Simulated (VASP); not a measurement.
# NiO (Fm-3m) in VASP: notebook

Aim: see how the results for NiO move with the level of theory and the settings. Levels: revPBE+D4+U, PBE+D3(BJ)+U, PBE+U. Tasks: single point.

Program: VASP 6.6.1. These are calculated values, not measurements. Logs are shortened: lines on timing, memory, paths and dates and some standing lists are left out, and cuts for length are marked.

### Step 1. The cell of the first run

Symmetry: Fm-3m, No. 225, cubic system. The conventional cell has a = 4.176 Å, b = 4.176 Å, c = 4.176 Å, α = 90.00°, β = 90.00°, γ = 90.00°. Within 2.8 Å of Ni (site symmetry m-3m) lie 6 O at 2.09 Å. O (site symmetry m-3m) has 6 Ni at 2.09 Å within 2.8 Å.

### Step 2. Single point, revPBE+D4+U, collinear spin, ferromagnetic start (volume scaled by 0.96)

The input, INCAR:

```
ALGO = Normal
EDIFF = 1E-6
ENCUT = 600
GGA = RE
GGA_COMPAT = False
ISIF = 2
ISMEAR = 0
ISPIN = 2
IVDW = 13
LASPH = True
LCHARG = False
LDAU = True
LDAUJ = 0 0
LDAUL = 2 -1
LDAUPRINT = 1
LDAUTYPE = 2
LDAUU = 6.2 0
LMAXMIX = 4
LORBIT = 11
LREAL = False
LWAVE = False
MAGMOM = 1.9 0.22
NBANDS = 19
NELM = 200
PREC = Accurate
SIGMA = 0.05
```

The input, KPOINTS:

```
k-points
0
Gamma
  10 10 10
```

The input, POSCAR:

```
NiO
1.0
    0.0000000000      2.0878782692      2.0878782692
    2.0878782692      0.0000000000      2.0878782692
    2.0878782692      2.0878782692      0.0000000000
Ni O
1 1
Direct
    0.0000000000      0.0000000000      0.0000000000
    0.5000000000      0.5000000000      0.5000000000
```

Potentials or basis: VASP PAW PBE potentials, release 64 (Ni, O).

Run with:

```bash
$ cat potpaw_PBE.64/Ni/POTCAR potpaw_PBE.64/O/POTCAR > POTCAR
$ mpirun -np 1 vasp_std > vasp.out
```

OUTCAR:

```text
EDIFF = 1E-6
   ENCUT = 600
   GGA = RE
   ISIF = 2
   ISMEAR = 0
   ISPIN = 2
   IVDW = 13
   LASPH = True
   LORBIT = 11
   LREAL = False
   NELM = 200
   PREC = Accurate

 ion  position               nearest neighbor table
   1  0.000  0.000  0.000-   2 2.09   2 2.09   2 2.09   2 2.09   2 2.09   2 2.09
   2  0.500  0.500  0.500-   1 2.09   1 2.09   1 2.09   1 2.09   1 2.09   1 2.09

  LATTYP: Found a face centered cubic cell.
 ALAT       =     4.1757565384

  Lattice vectors:

 A1 = (   0.0000000000,   2.0878782692,   2.0878782692)
 A2 = (   2.0878782692,   0.0000000000,   2.0878782692)
 A3 = (   2.0878782692,   2.0878782692,   0.0000000000)

Analysis of symmetry for initial positions (statically):
=====================================================================
 Subroutine PRICEL returns:
 Original cell was already a primitive cell.

 Routine SETGRP: Setting up the symmetry group for a
 face centered cubic supercell.

 Subroutine GETGRP returns: Found 48 space group operations
 (whereof 48 operations were pure point group operations)
 out of a pool of 48 trial point group operations.

The static configuration has the point symmetry O_h .

Analysis of symmetry for dynamics (positions and initial velocities):
=====================================================================
 Subroutine PRICEL returns:
 Original cell was already a primitive cell.

 Routine SETGRP: Setting up the symmetry group for a
 face centered cubic supercell.

 Subroutine GETGRP returns: Found 48 space group operations
 (whereof 48 operations were pure point group operations)
 out of a pool of 48 trial point group operations.

The dynamic configuration has the point symmetry O_h .

Analysis of structural, dynamic, and magnetic symmetry:
=====================================================================
 Subroutine PRICEL returns:
 Original cell was already a primitive cell.

 Routine SETGRP: Setting up the symmetry group for a
 face centered cubic supercell.

 Subroutine GETGRP returns: Found 48 space group operations
 (whereof 48 operations were pure point group operations)
 out of a pool of 48 trial point group operations.

The overall configuration has the point symmetry O_h .

 Subroutine INISYM returns: Found 48 space group operations
 (whereof 48 operations are pure point group operations),
 and found     1 'primitive' translations

----------------------------------------------------------------------------------------

                                     Primitive cell

  volume of cell :      18.2031

  direct lattice vectors                    reciprocal lattice vectors
     0.000000000  2.087878269  2.087878269    -0.239477563  0.239477563  0.239477563
     2.087878269  0.000000000  2.087878269     0.239477563 -0.239477563  0.239477563
     2.087878269  2.087878269  0.000000000     0.239477563  0.239477563 -0.239477563

  length of vectors
     2.952705765  2.952705765  2.952705765     0.414787307  0.414787307  0.414787307

  position of ions in fractional coordinates (direct lattice)
     0.000000000  0.000000000  0.000000000
     0.500000000  0.500000000  0.500000000

  ion indices of the primitive-cell ions
   primitive index   ion index
                 1           1
                 2           2

----------------------------------------------------------------------------------------

 KPOINTS: k-points

Automatic generation of k-mesh.
 Grid dimensions read from file:
 generate k-points for:   10   10   10

 Generating k-lattice:

  Cartesian coordinates                     Fractional coordinates (reciprocal lattice)
    -0.023947756  0.023947756  0.023947756     0.100000000  0.000000000  0.000000000
     0.023947756 -0.023947756  0.023947756     0.000000000  0.100000000  0.000000000
     0.023947756  0.023947756 -0.023947756     0.000000000  0.000000000  0.100000000

  Length of vectors
     0.041478731  0.041478731  0.041478731

  Shift w.r.t. Gamma in fractional coordinates (k-lattice)
     0.000000000  0.000000000  0.000000000

 Subroutine IBZKPT returns following result:
 ===========================================

 Found     47 irreducible k-points:

 Following reciprocal coordinates:
            Coordinates               Weight
  0.000000  0.000000  0.000000      1.000000
  0.100000  0.000000  0.000000      8.000000
  0.200000  0.000000  0.000000      8.000000
  0.300000  0.000000  0.000000      8.000000
  0.400000  0.000000  0.000000      8.000000
  0.500000  0.000000  0.000000      4.000000
[... 16 lines left out ...]
  0.300000  0.300000  0.000000      6.000000
  0.400000  0.300000  0.000000     24.000000
 [... further k-points ...]
   k-points           NKPTS =     47   k-points in BZ     NKDIM =     47   number of bands    NBANDS=     19
   number of dos      NEDOS =    301   number of ions     NIONS =      2
   total plane-waves  NPLWV =  13824
   dimension x,y,z NGX =    24 NGY =   24 NGZ =   24
   dimension x,y,z NGXF=    48 NGYF=   48 NGZF=   48
   ions per type =               1   1
   NGX,Y,Z   is equivalent  to a cutoff of  13.51, 13.51, 13.51 a.u.
   NGXF,Y,Z  is equivalent  to a cutoff of  27.03, 27.03, 27.03 a.u.
 SYSTEM =  unknown system
   PREC   = accura    normal or accurate (medium, high low for compatibility)
   ISTART =      0    job   : 0-new  1-cont  2-samecut
   ICHARG =      2    charge: 1-file 2-atom 10-const
   ISPIN  =      2    spin polarized calculation?
   LNONCOLLINEAR =      F non collinear calculations
   LSORBIT =      F    spin-orbit coupling
   LASPH  =      T    aspherical Exc in radial PAW
   ENCUT  =  600.0 eV  44.10 Ry    6.64 a.u.   5.90  5.90  5.90*2*pi/ulx,y,z
   NELM   =    200;   NELMIN=  2; NELMDL= -5     # of ELM steps
   EDIFF  = 0.1E-05   stopping-criterion for ELM
   LREAL  =      F    real-space projection
   EDIFFG = 0.1E-04   stopping-criterion for IOM
   NSW    =      0    number of steps for IOM
   IBRION =     -1    ionic relax: 0-MD 1-quasi-New 2-CG
   NFREE  =      0    steps in history (QN), initial steepest desc. (CG)
   ISIF   =      2    stress and relaxation
   ISYM   =      2    0-nonsym 1-usesym 2-fastsym
   POTIM  = 0.5000    time-step for ionic-motion
   TEBEG  =    0.0;   TEEND  =   0.0 temperature during run
   PSTRESS=    0.0 pullay stress
   NELECT =      16.0000    total number of electrons
   NUPDOWN=      -1.0000    fix difference up-down
   EMIN   =  10.00;   EMAX   =-10.00  energy-range for DOS
   EFERMI =   0.00;   METHOD = LEGACY
   ISMEAR =     0;   SIGMA  =   0.05  broadening in eV -4-tet -1-fermi 0-gaus
   EFERMI_NEDOS =   21; number of points for ismear=-14 and -15
   IALGO  =     38    algorithm
   IMIX   =      4    mixing-type and parameters
     AMIX     =   0.40;   BMIX     =  1.00
     AMIX_MAG =   1.60;   BMIX_MAG =  1.00
  volume/ion in A,a.u.               =       9.10        61.42
  Fermi-wavevector in a.u.,A,eV,Ry     =   1.568194  2.963456 33.459868  2.459231
  Thomas-Fermi vector in A             =   2.670261
   LORBIT       =     11    0 simple, 1 ext, 2 COOP (PROOUT), +10 PAW based schemes
 LDA+U is selected, type is set to LDAUTYPE =  2
   angular momentum for each species LDAUL =     2   -1
   U (eV)           for each species LDAUU =   6.2  0.0
   J (eV)           for each species LDAUJ =   0.0  0.0
   GGA     = RE    functional components
   LHFCALC =     F    Hartree Fock is set to
   AEXX    =    0.0000 exact exchange contribution
   IVDW    =    13    specifies the selected vdW correction
   LEPSILON=     F    determine dielectric tensor
   LRPA    =     F    only Hartree local field effects (RPA)
 spin polarized calculation
 Gauss-broadening in eV      SIGMA  =   0.05
  energy-cutoff  :      600.00
  volume of cell :       18.20
 maximum number of plane-waves:       620
   NGX = 11   NGY = 11   NGZ = 11

atom =   1  type =  1  l = 2

 onsite density matrix

spin component  1

  0.9837  0.0000 -0.0000 -0.0000  0.0000
  0.0000  0.9837  0.0000 -0.0000  0.0000
 -0.0000  0.0000  1.0379  0.0000 -0.0000
 -0.0000 -0.0000  0.0000  0.9837  0.0000
  0.0000  0.0000 -0.0000  0.0000  1.0379

spin component  2

  0.9823  0.0000  0.0000 -0.0000  0.0000
  0.0000  0.9823 -0.0000  0.0000  0.0000
  0.0000 -0.0000  0.1362 -0.0000 -0.0000
 -0.0000  0.0000 -0.0000  0.9823  0.0000
  0.0000  0.0000 -0.0000  0.0000  0.1362

 occupancies and eigenvectors

  o =  0.1362  v =  0.0000  0.0000  0.0000  0.0000  0.0000  0.0000 -0.0000  0.9987 -0.0000  0.0517      0.0000  0.0000  0.0000  0.0000  0.0000  0.0000  0.0000  0.0000  0.0000  0.0000
  o =  0.1362  v =  0.0000  0.0000  0.0000  0.0000  0.0000  0.0000  0.0000 -0.0517 -0.0000  0.9987      0.0000  0.0000  0.0000  0.0000  0.0000  0.0000  0.0000  0.0000  0.0000  0.0000
  o =  0.9823  v =  0.0000  0.0000  0.0000  0.0000  0.0000  0.0000 -0.9968  0.0000  0.0800  0.0000      0.0000  0.0000  0.0000  0.0000  0.0000  0.0000  0.0000  0.0000  0.0000  0.0000
  o =  0.9823  v =  0.0000  0.0000  0.0000  0.0000  0.0000  1.0000  0.0000  0.0000  0.0000  0.0000      0.0000  0.0000  0.0000  0.0000  0.0000  0.0000  0.0000  0.0000  0.0000  0.0000
  o =  0.9823  v =  0.0000  0.0000  0.0000  0.0000  0.0000  0.0000 -0.0800 -0.0000 -0.9968  0.0000      0.0000  0.0000  0.0000  0.0000  0.0000  0.0000  0.0000  0.0000  0.0000  0.0000
  o =  0.9837  v =  1.0000  0.0000  0.0000  0.0000  0.0000  0.0000  0.0000  0.0000  0.0000  0.0000      0.0000  0.0000  0.0000  0.0000  0.0000  0.0000  0.0000  0.0000  0.0000  0.0000
  o =  0.9837  v =  0.0000 -0.9138  0.0000  0.4061  0.0000  0.0000  0.0000  0.0000  0.0000  0.0000      0.0000  0.0000  0.0000  0.0000  0.0000  0.0000  0.0000  0.0000  0.0000  0.0000
  o =  0.9837  v =  0.0000  0.4061  0.0000  0.9138 -0.0000  0.0000  0.0000  0.0000  0.0000  0.0000      0.0000  0.0000  0.0000  0.0000  0.0000  0.0000  0.0000  0.0000  0.0000  0.0000
  o =  1.0379  v =  0.0000 -0.0000 -0.0293 -0.0000 -0.9996  0.0000  0.0000  0.0000  0.0000  0.0000      0.0000  0.0000  0.0000  0.0000  0.0000  0.0000  0.0000  0.0000  0.0000  0.0000
  o =  1.0379  v =  0.0000 -0.0000 -0.9996  0.0000  0.0293  0.0000  0.0000  0.0000  0.0000  0.0000      0.0000  0.0000  0.0000  0.0000  0.0000  0.0000  0.0000  0.0000  0.0000  0.0000

 number of electron      16.0000003 magnetization       1.9999962

 Free energy of the ion-electron system (eV)
  ---------------------------------------------------
  ext. energy  EPLUGINS =         0.00000000
  ---------------------------------------------------
  free energy    TOTEN  =        -9.43803133 eV

  energy without entropy =       -9.43803133  energy(sigma->0) =       -9.43803133

 E-fermi :   7.1685     XC(G=0): -12.5082

 val. band max:        6.9311689631   @ k =   0.5000   0.0000   0.0000
 cond. band min:       9.5555218387   @ k =   0.0000   0.0000   0.0000
 fundamental gap:      2.6243528756
 Fermi energy:         7.1684664380

 spin component 1

 k-point     1 :       0.0000    0.0000    0.0000
  band No.  band energies     occupation
      1     -11.9943      1.00000
      2       0.7827      1.00000
      3       0.7827      1.00000
      4       1.9051      1.00000
      5       1.9052      1.00000
      6       1.9052      1.00000
[... 11 lines left out ...]
     18      30.5051      0.00000
     19      30.5052      0.00000
[... 489 lines left out ...]
      3       0.7928      1.00000
      4       1.2922      1.00000
      5       2.1454      1.00000
      6       2.3798      1.00000
[... 11 lines left out ...]
     18      39.8354      0.00000
     19      39.8431      0.00000

 [... further k-points ...]

 spin component 2

 k-point     1 :       0.0000    0.0000    0.0000
  band No.  band energies     occupation
      1     -11.6928      1.00000
      2       2.8999      1.00000
      3       2.9000      1.00000
      4       2.9009      1.00000
      5       5.8640      1.00000
      6       5.8640      1.00000
[... 11 lines left out ...]
     18      36.3369      0.00000
     19      36.3372      0.00000
[... 489 lines left out ...]
      3       2.2765      1.00000
      4       3.2118      1.00000
      5       3.4969      1.00000
      6       5.0700      1.00000
[... 11 lines left out ...]
     18      40.5660      0.00000
     19      40.6668      0.00000

 [... further k-points ...]

------------------------ aborting loop because EDIFF is reached ----------------------------------------

  DFT-D4 for vdW energy calculation

  Edisp (eV):   -1.20074

  FORCE on cell =-STRESS in cart. coord.  units (eV):
  Direction    XX          YY          ZZ          XY          YZ          ZX
  --------------------------------------------------------------------------------------
  -------------------------------------------------------------------------------------
  Total      -0.14687    -0.14687    -0.14687    -0.00000     0.00000    -0.00000
  in kB     -12.92717   -12.92717   -12.92717    -0.00000     0.00000    -0.00000
  external pressure =      -12.93 kB  Pullay stress =        0.00 kB

 VOLUME and BASIS-vectors are now :
 -----------------------------------------------------------------------------
  energy-cutoff  :      600.00
  volume of cell :       18.20
      direct lattice vectors                 reciprocal lattice vectors
     0.000000000  2.087878269  2.087878269    -0.239477563  0.239477563  0.239477563
     2.087878269  0.000000000  2.087878269     0.239477563 -0.239477563  0.239477563
     2.087878269  2.087878269  0.000000000     0.239477563  0.239477563 -0.239477563

 POSITION                                       TOTAL-FORCE (eV/Angst)
 -----------------------------------------------------------------------------------
      0.00000      0.00000      0.00000         0.000000      0.000000      0.000000
      2.08788      2.08788      2.08788         0.000000      0.000000     -0.000000
 -----------------------------------------------------------------------------------
    total drift:                                0.000000     -0.000000     -0.000000

  FREE ENERGIE OF THE ION-ELECTRON SYSTEM (eV)
  ---------------------------------------------------
  free  energy   TOTEN  =       -10.6387703119 eV

  energy  without entropy=      -10.6387703119  energy(sigma->0) =      -10.63877031

 total charge

# of ion       s       p       d       tot
------------------------------------------
    1        0.342   0.424   8.219   8.985
    2        1.548   3.495   0.000   5.043
--------------------------------------------------
tot          1.890   3.919   8.219  14.028

 magnetization (x)

# of ion       s       p       d       tot
------------------------------------------
    1        0.012   0.013   1.805   1.829
    2        0.017   0.150   0.000   0.167
--------------------------------------------------
tot          0.029   0.163   1.805   1.996
```

Run time: 51 s. Hardware: 1 thread of AMD EPYC 9R45 (Zen 5), shared host; peak memory 0.13 GiB.

What came out:

- Free energy: -10.6388 eV
- Pressure: -1.3 GPa
- Band gap on the k mesh: 2.62 eV, indirect (least direct gap 3.26 eV)
- Net moment: 2.00 μB per cell
- Site moments: Ni +1.83; O +0.17 μB
- Valence electrons inside the program's atomic spheres: Ni 8.98; O 5.04
- Dispersion energy per atom: -0.600 eV

Levels at points of the mesh, in eV from the valence-band top:
Spin up:
```csv
k point,band 5,band 6,band 7,band 8,band 9,band 10,band 11,band 12,band 13,band 14
"(0.00, 0.00, 0.00)",-5.03,-5.03,-1.41,-1.41,-1.41,2.79,17.96,17.96,17.96,19.09
"(0.50, 0.00, 0.00)",-4.52,-4.52,-3.11,0.00,0.00,6.82,11.24,15.10,15.10,20.97
"(0.50, 0.50, 0.00)",-5.11,-4.20,-4.20,-2.78,-2.78,7.15,11.56,12.03,17.87,17.87
```
Spin down:
```csv
k point,band 3,band 4,band 5,band 6,band 7,band 8,band 9,band 10,band 11,band 12
"(0.00, 0.00, 0.00)",-4.03,-4.03,-1.07,-1.07,-1.07,2.62,2.63,3.14,18.21,18.21
"(0.50, 0.00, 0.00)",-4.06,-4.06,-2.21,-1.97,-1.97,4.96,4.96,6.98,11.70,15.49
"(0.50, 0.50, 0.00)",-4.77,-3.12,-3.12,-2.46,-2.46,3.08,3.53,7.81,11.83,12.29
```

Eigenvalues of the final occupation matrices:
```csv
site,spin,trace,eigenvalues
site 1 d,1,5.03,0.98 0.98 0.98 1.04 1.04
site 1 d,2,3.22,0.14 0.14 0.98 0.98 0.98
```

Caveat: the PAW data sets were made with another functional, which shifts forces and pressure a little; a cell with one magnetic atom can't hold antiferromagnetic order, which such compounds often take.

(Part 1 of 2 ends here.)
